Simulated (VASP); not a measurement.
# ZrB2W3 (P6/mmm) in VASP: a series of runs

The runs below take ZrB2W3 through single point, with PBE.

All numbers are computed with VASP 6.6.1; they aren't measurements. Logs are shortened: lines on timing, memory, paths and dates and some standing lists are left out, and cuts for length are marked.

### 1 The cell of the first run

Symmetry: P6/mmm, No. 191, hexagonal system. Conventional cell: a = 5.075 Å, b = 5.075 Å, c = 3.907 Å, α = 90.00°, β = 90.00°, γ = 120.00°. Zr (site symmetry 6/mmm) has 6 B at 2.93 Å and 12 W at 3.20 Å and 2 Zr at 3.91 Å within 4.0 Å. B (site symmetry -6m2) has 6 W at 2.44 Å and 3 Zr at 2.93 Å and 3 B at 2.93 Å within 3.2 Å. Within 3.3 Å of W (site symmetry mmm) lie 4 B at 2.44 Å and 4 W at 2.54 Å and 4 Zr at 3.20 Å.

The cell was generated, and may not be a known phase.

### 2 Single point, PBE

Contents of INCAR:

```
SYSTEM = ZrB2W3
  PREC = Accurate
  ENCUT = 520
  EDIFF = 1E-6
  ISMEAR = 0
  SIGMA = 0.1
  LREAL = .FALSE.
  LASPH = .TRUE.
  NELM = 60
  ALGO = Fast
  ISIF = 2
  LWAVE = .FALSE.
  LCHARG = .TRUE.
  GGA = PE
  LELF = .TRUE.
  LVHAR = .TRUE.
  NBANDS = 39
```

Contents of KPOINTS:

```
Automatic mesh
0
G
  6 6 4
  0 0 0
```

Contents of POSCAR:

```
ZrB2W3
1.0
    5.0754346000      0.0000000000      0.0000000000
   -2.5377173000      4.3954553000      0.0000000000
    0.0000000000      0.0000000000      3.9070185200
Zr B W
1 2 3
Direct
    0.0000000000      0.0000000000      0.0000000000
    0.3333333300      0.6666666700      0.0000000000
    0.6666666700      0.3333333300      0.0000000000
    0.0000000000      0.5000000000      0.5000000000
    0.5000000000      0.5000000000      0.5000000000
    0.5000000000      0.0000000000      0.5000000000
```

Potentials or basis: VASP PAW PBE potentials, release 64 (Zr_sv, B, W_sv).

Run with:

```
cat potpaw_PBE.64/Zr_sv/POTCAR potpaw_PBE.64/B/POTCAR potpaw_PBE.64/W_sv/POTCAR > POTCAR
mpirun -np 1 vasp_std > vasp.out
```

OUTCAR:

```text
SYSTEM = ZrB2W3
   PREC = Accurate
   ENCUT = 520
   EDIFF = 1E-6
   ISMEAR = 0
   LREAL = .FALSE.
   LASPH = .TRUE.
   NELM = 60
   ISIF = 2
   GGA = PE

 ion  position               nearest neighbor table
   1  0.000  0.000  0.000-   2 2.93   3 2.93   3 2.93   2 2.93   3 2.93   2 2.93   6 3.20   6 3.20
                             6 3.20   6 3.20   4 3.20   4 3.20   4 3.20   4 3.20   5 3.20   5 3.20
   2  0.333  0.667  0.000-   4 2.44   4 2.44   6 2.44   6 2.44   5 2.44   5 2.44   1 2.93   1 2.93
                             1 2.93
   3  0.667  0.333  0.000-   4 2.44   4 2.44   6 2.44   6 2.44   5 2.44   5 2.44   1 2.93   1 2.93
                             1 2.93
   4  0.000  0.500  0.500-   2 2.44   3 2.44   2 2.44   3 2.44   5 2.54   5 2.54   6 2.54   6 2.54
                             1 3.20   1 3.20   1 3.20   1 3.20
   5  0.500  0.500  0.500-   2 2.44   3 2.44   2 2.44   3 2.44   4 2.54   4 2.54   6 2.54   6 2.54
                             1 3.20   1 3.20   1 3.20   1 3.20
   6  0.500  0.000  0.500-   2 2.44   3 2.44   2 2.44   3 2.44   4 2.54   5 2.54   5 2.54   4 2.54
                             1 3.20   1 3.20   1 3.20   1 3.20

  LATTYP: Found a hexagonal cell.
 ALAT       =     5.0754346000
 C/A-ratio  =     0.7697899447

  Lattice vectors:

 A1 = (   5.0754346000,   0.0000000000,   0.0000000000)
 A2 = (  -2.5377173000,   4.3954553000,   0.0000000000)
 A3 = (   0.0000000000,   0.0000000000,   3.9070185200)

Analysis of symmetry for initial positions (statically):
=====================================================================
 Subroutine PRICEL returns:
 Original cell was already a primitive cell.

 Routine SETGRP: Setting up the symmetry group for a
 hexagonal supercell.

 Subroutine GETGRP returns: Found 24 space group operations
 (whereof 24 operations were pure point group operations)
 out of a pool of 24 trial point group operations.

The static configuration has the point symmetry D_6h.

Analysis of symmetry for dynamics (positions and initial velocities):
=====================================================================
 Subroutine PRICEL returns:
 Original cell was already a primitive cell.

 Routine SETGRP: Setting up the symmetry group for a
 hexagonal supercell.

 Subroutine GETGRP returns: Found 24 space group operations
 (whereof 24 operations were pure point group operations)
 out of a pool of 24 trial point group operations.

The dynamic configuration has the point symmetry D_6h.

 Subroutine INISYM returns: Found 24 space group operations
 (whereof 24 operations are pure point group operations),
 and found     1 'primitive' translations

----------------------------------------------------------------------------------------

                                     Primitive cell

  volume of cell :      87.1611

  direct lattice vectors                    reciprocal lattice vectors
     5.075434600  0.000000000  0.000000000     0.197027462  0.113753858  0.000000000
    -2.537717300  4.395455300  0.000000000     0.000000000  0.227507717  0.000000000
     0.000000000  0.000000000  3.907018520     0.000000000  0.000000000  0.255949644

  length of vectors
     5.075434600  5.075434601  3.907018520     0.227507717  0.227507717  0.255949644

  position of ions in fractional coordinates (direct lattice)
     0.000000000  0.000000000  0.000000000
     0.333333330  0.666666670  0.000000000
     0.666666670  0.333333330  0.000000000
     0.000000000  0.500000000  0.500000000
     0.500000000  0.500000000  0.500000000
     0.500000000  0.000000000  0.500000000

  ion indices of the primitive-cell ions
   primitive index   ion index
                 1           1
                 2           2
                 3           3
                 4           4
                 5           5
                 6           6

----------------------------------------------------------------------------------------

 KPOINTS: Automatic mesh

Automatic generation of k-mesh.
 Grid dimensions read from file:
 generate k-points for:    6    6    4

 Generating k-lattice:

  Cartesian coordinates                     Fractional coordinates (reciprocal lattice)
     0.032837910  0.018958976  0.000000000     0.166666667 -0.000000000  0.000000000
     0.000000000  0.037917953  0.000000000     0.000000000  0.166666667  0.000000000
     0.000000000  0.000000000  0.063987411     0.000000000  0.000000000  0.250000000

  Length of vectors
     0.037917953  0.037917953  0.063987411

  Shift w.r.t. Gamma in fractional coordinates (k-lattice)
     0.000000000  0.000000000  0.000000000

 Subroutine IBZKPT returns following result:
 ===========================================

 Found     21 irreducible k-points:

 Following reciprocal coordinates:
            Coordinates               Weight
  0.000000  0.000000  0.000000      1.000000
  0.166667 -0.000000  0.000000      6.000000
  0.333333 -0.000000  0.000000      6.000000
  0.500000 -0.000000  0.000000      3.000000
  0.166667  0.166667  0.000000      6.000000
  0.333333  0.166667  0.000000     12.000000
[... 13 lines left out ...]
  0.333333  0.166667  0.500000     12.000000
  0.333333  0.333333  0.500000      2.000000
   k-points           NKPTS =     21   k-points in BZ     NKDIM =     21   number of bands    NBANDS=     39
   number of dos      NEDOS =    301   number of ions     NIONS =      6
   total plane-waves  NPLWV =  48000
   dimension x,y,z NGX =    40 NGY =   40 NGZ =   30
   dimension x,y,z NGXF=    80 NGYF=   80 NGZF=   60
   ions per type =               1   2   3
   NGX,Y,Z   is equivalent  to a cutoff of  13.10, 13.10, 12.77 a.u.
   NGXF,Y,Z  is equivalent  to a cutoff of  26.20, 26.20, 25.53 a.u.
 SYSTEM =  ZrB2W3
   PREC   = accura    normal or accurate (medium, high low for compatibility)
   ISTART =      0    job   : 0-new  1-cont  2-samecut
   ICHARG =      2    charge: 1-file 2-atom 10-const
   ISPIN  =      1    spin polarized calculation?
   LNONCOLLINEAR =      F non collinear calculations
   LSORBIT =      F    spin-orbit coupling
   LASPH  =      T    aspherical Exc in radial PAW
   ENCUT  =  520.0 eV  38.22 Ry    6.18 a.u.   9.44  9.44  7.26*2*pi/ulx,y,z
   NELM   =     60;   NELMIN=  2; NELMDL= -5     # of ELM steps
   EDIFF  = 0.1E-05   stopping-criterion for ELM
   LREAL  =      F    real-space projection
   EDIFFG = 0.1E-04   stopping-criterion for IOM
   NSW    =      0    number of steps for IOM
   IBRION =     -1    ionic relax: 0-MD 1-quasi-New 2-CG
   NFREE  =      0    steps in history (QN), initial steepest desc. (CG)
   ISIF   =      2    stress and relaxation
   ISYM   =      2    0-nonsym 1-usesym 2-fastsym
   POTIM  = 0.5000    time-step for ionic-motion
   TEBEG  =    0.0;   TEEND  =   0.0 temperature during run
   PSTRESS=    0.0 pullay stress
   NELECT =      60.0000    total number of electrons
   NUPDOWN=      -1.0000    fix difference up-down
   EMIN   =  10.00;   EMAX   =-10.00  energy-range for DOS
   EFERMI =   0.00;   METHOD = LEGACY
   ISMEAR =     0;   SIGMA  =   0.10  broadening in eV -4-tet -1-fermi 0-gaus
   EFERMI_NEDOS =   21; number of points for ismear=-14 and -15
   IALGO  =     68    algorithm
   IMIX   =      4    mixing-type and parameters
     AMIX     =   0.40;   BMIX     =  1.00
     AMIX_MAG =   1.60;   BMIX_MAG =  1.00
  volume/ion in A,a.u.               =      14.53        98.03
  Fermi-wavevector in a.u.,A,eV,Ry     =   1.445499  2.731597 28.428920  2.089467
  Thomas-Fermi vector in A             =   2.563674
   LORBIT       =      0    0 simple, 1 ext, 2 COOP (PROOUT), +10 PAW based schemes
   GGA     = PE    functional components
   LHFCALC =     F    Hartree Fock is set to
   AEXX    =    0.0000 exact exchange contribution
   IVDW    =     0    specifies the selected vdW correction
   LEPSILON=     F    determine dielectric tensor
   LRPA    =     F    only Hartree local field effects (RPA)
 non-spin polarized calculation
 RMM-DIIS sequential band-by-band and
 Gauss-broadening in eV      SIGMA  =   0.10
  energy-cutoff  :      520.00
  volume of cell :       87.16
 maximum number of plane-waves:      2378
 NGX is ok and might be reduce to    40
   NGX = 19   NGY = 19   NGZ = 15

 number of electron      60.0000008 magnetization

 Free energy of the ion-electron system (eV)
  ---------------------------------------------------
  ext. energy  EPLUGINS =         0.00000000
  ---------------------------------------------------
  free energy    TOTEN  =       -60.26197824 eV

  energy without entropy =      -60.25390906  energy(sigma->0) =      -60.25794365

 E-fermi :   9.3320     XC(G=0): -12.5306

 val. band max:        9.3148732304   @ k =   0.1667   0.1667   0.5000
 cond. band min:       9.3596590852   @ k =   0.1667  -0.0000   0.0000
 fundamental gap:      0.0447858548
 Fermi energy:         9.3319987434

 k-point     1 :       0.0000    0.0000    0.0000
  band No.  band energies     occupation
      1     -64.4866      2.00000
      2     -64.2625      2.00000
      3     -64.2625      2.00000
      4     -39.4218      2.00000
      5     -30.0399      2.00000
      6     -29.0950      2.00000
[... 31 lines left out ...]
     38      15.6292      0.00000
     39      15.7114      0.00000

 k-point     2 :       0.1667   -0.0000    0.0000
  band No.  band energies     occupation
      1     -64.4735      2.00000
      2     -64.2759      2.00000
      3     -64.2625      2.00000
      4     -39.4219      2.00000
      5     -29.9350      2.00000
      6     -29.0796      2.00000
[... 31 lines left out ...]
     38      14.0741      0.00000
     39      15.1368      0.00000

 k-point     3 :       0.3333   -0.0000    0.0000
  band No.  band energies     occupation
      1     -64.4398      2.00000
      2     -64.3104      2.00000
      3     -64.2625      2.00000
      4     -39.4221      2.00000
      5     -29.6872      2.00000
      6     -28.9997      2.00000
[... 706 lines left out ...]
 k-point    20 :       0.3333    0.1667    0.5000
  band No.  band energies     occupation
      1     -64.4123      2.00000
      2     -64.3376      2.00000
      3     -64.2622      2.00000
      4     -39.4185      2.00000
      5     -29.4910      2.00000
      6     -28.9827      2.00000
[... 31 lines left out ...]
     38      13.3942      0.00000
     39      13.5580      0.00000

 k-point    21 :       0.3333    0.3333    0.5000
  band No.  band energies     occupation
      1     -64.3750      2.00000
      2     -64.3750      2.00000
      3     -64.2622      2.00000
      4     -39.4185      2.00000
      5     -29.1862      2.00000
      6     -29.1862      2.00000
[... 31 lines left out ...]
     38      13.3147      0.00000
     39      13.3153      0.00000

------------------------ aborting loop because EDIFF is reached ----------------------------------------

  FORCE on cell =-STRESS in cart. coord.  units (eV):
  Direction    XX          YY          ZZ          XY          YZ          ZX
  --------------------------------------------------------------------------------------
  -------------------------------------------------------------------------------------
  Total        7.6475446      7.6475446    -13.1224209      0.0000000      0.0000000      0.0000000
  in kB      140.5756270    140.5756271   -241.2137014      0.0000000      0.0000000      0.0000000
  external PRESSURE =      13.3125176 kB  Pullay stress =       0.0000000 kB

 VOLUME and BASIS-vectors are now :
 -----------------------------------------------------------------------------
  energy-cutoff  :      520.00
  volume of cell :       87.16
      direct lattice vectors                 reciprocal lattice vectors
     5.075434600  0.000000000  0.000000000     0.197027462  0.113753858  0.000000000
    -2.537717300  4.395455300  0.000000000     0.000000000  0.227507717  0.000000000
     0.000000000  0.000000000  3.907018520     0.000000000  0.000000000  0.255949644

 POSITION                                       TOTAL-FORCE (eV/Angst)
 -----------------------------------------------------------------------------------
      0.00000      0.00000      0.00000         0.000000      0.000000     -0.000000
     -0.00000      2.93030      0.00000         0.000000      0.000000     -0.000000
      2.53772      1.46515      0.00000        -0.000000      0.000000      0.000000
     -1.26886      2.19773      1.95351         0.000000      0.000000     -0.000000
      1.26886      2.19773      1.95351        -0.000000      0.000000     -0.000000
      2.53772      0.00000      1.95351         0.000000      0.000000     -0.000000
 -----------------------------------------------------------------------------------
    total drift:                               -0.000000      0.000000     -0.000000

  FREE ENERGIE OF THE ION-ELECTRON SYSTEM (eV)
  ---------------------------------------------------
  free  energy   TOTEN  =       -60.2619782354 eV

  energy  without entropy=      -60.2539090597  energy(sigma->0) =      -60.25794365
```

It took 3.7 min on 1 thread of Intel Xeon 8259CL, shared host; peak memory 0.25 GiB.

What came out:

- Free energy: -60.2620 eV
- Pressure: 1.3 GPa
- Band gap on the k mesh: zero (bands 30 and 31 overlap by 0.81 eV)

Stress tensor (GPa, compression positive):
```
 14.06   0.00   0.00
  0.00  14.06   0.00
  0.00   0.00 -24.12
```

Caveat: the k points lie up to 0.40 Å⁻¹ apart, too coarse for converged energies and pressures of a metal; spin-orbit coupling is left out, which moves the levels of the heavy elements.

### 3 Single point, PBE

This run uses another cell than the first one, of 14.28 Å³/atom.

Contents of INCAR:

```
ALGO = Fast
EDIFF = 1E-6
ENCUT = 520
GGA = PE
ISIF = 2
ISMEAR = 0
LASPH = True
LCHARG = False
LREAL = False
LWAVE = False
NBANDS = 39
NELM = 60
PREC = Accurate
SIGMA = 0.1
```

Contents of KPOINTS:

```
k-points
0
Gamma
  12 12 10
```

Contents of POSCAR:

```
ZrB2W3
1.0
    5.4107691477      0.0000000000      0.0000000000
   -2.7053845738      4.6858635359      0.0000000000
    0.0000000000      0.0000000000      3.3783331471
Zr B W
1 2 3
Direct
    0.0000000000      0.0000000000      0.0000000000
    0.3333333333      0.6666666667      0.0000000000
    0.6666666667      0.3333333333      0.0000000000
    0.0000000000      0.5000000000      0.5000000000
    0.5000000000      0.5000000000      0.5000000000
    0.5000000000      0.0000000000      0.5000000000
```

Potentials or basis: VASP PAW PBE potentials, release 64 (Zr_sv, B, W_sv).

Run with:

```
cat potpaw_PBE.64/Zr_sv/POTCAR potpaw_PBE.64/B/POTCAR potpaw_PBE.64/W_sv/POTCAR > POTCAR
mpirun -np 1 vasp_std > vasp.out
```

Run time: 18 min. Hardware: 1 thread of Intel Xeon 8259CL, shared host; peak memory 0.45 GiB.

Results (log left out):

* Free energy: -61.3424 eV
* Pressure: 0.3 GPa
* Band gap on the k mesh: zero (bands 30 and 31 overlap by 1.46 eV)

Stress tensor (GPa, compression positive):
```
0.33 0.00 0.00
0.00 0.33 0.00
0.00 0.00 0.25
```

Levels at points of the mesh, in eV from the Fermi level:
```
           k point  band 27  band 28  band 29  band 30  band 31  band 32  band 33  band 34
(0.00, 0.00, 0.00)    -1.56    -0.81    -0.81     0.47     0.90     0.90     1.33     2.40
(0.50, 0.00, 0.00)    -1.61    -1.13    -0.95    -0.49    -0.34     0.67     0.89     2.02
(0.00, 0.00, 0.50)    -1.00    -0.69    -0.69     0.69     0.81     0.81     1.41     2.16
(0.50, 0.00, 0.50)    -1.58    -1.53    -0.50     0.12     0.32     1.29     1.48     1.92
```

Caveat: spin-orbit coupling is left out, which moves the levels of the heavy elements.

The gap in the log of VASP goes by the Fermi energy; the results here count the filled bands.